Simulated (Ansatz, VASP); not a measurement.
BN in VASP and in Ansatz

```
N B
1.0
     2.49824    0.00000    0.00000
    -1.24912    2.16354    0.00000
     0.00000    0.00000    6.63570
N B
2 2
Cartesian
  1.2491 0.7212 1.6589
  0.0000 1.4424 4.9768
  1.2491 0.7212 4.9768
  0.0000 1.4424 1.6589
```

Alike in both runs: task single point; functional LDA; k mesh 12 × 12 × 4; occupations fermi-dirac, width 0.05 eV; no spin polarisation.

```csv
,VASP,Ansatz
version,VASP 6.6.1,Ansatz 0.2.0
potentials or method,"VASP PAW LDA potentials, release 64 (N, B), cutoff 520 eV","all-electron LAPW, scalar-relativistic"
```

VASP gave:

```
gap on the k mesh at the Fermi level (eV)                     : 4.09
least direct gap on the mesh (eV)                             : 4.51
pressure (GPa)                                                : -2.5
traceless stress, the component that is largest in VASP (GPa) : 1.78
```

Q: What did Ansatz give for the same quantities?

A: gap on the k mesh at the Fermi level (eV): 4.09; least direct gap on the mesh (eV): 4.52; pressure (GPa): -2.8; traceless stress, the component that is largest in VASP (GPa): 2.26.

LDA's correlation is that of Perdew and Zunger in VASP and of Perdew and Wang (1992) in Ansatz. Ansatz ran all-electron here, and VASP with PAW potentials.
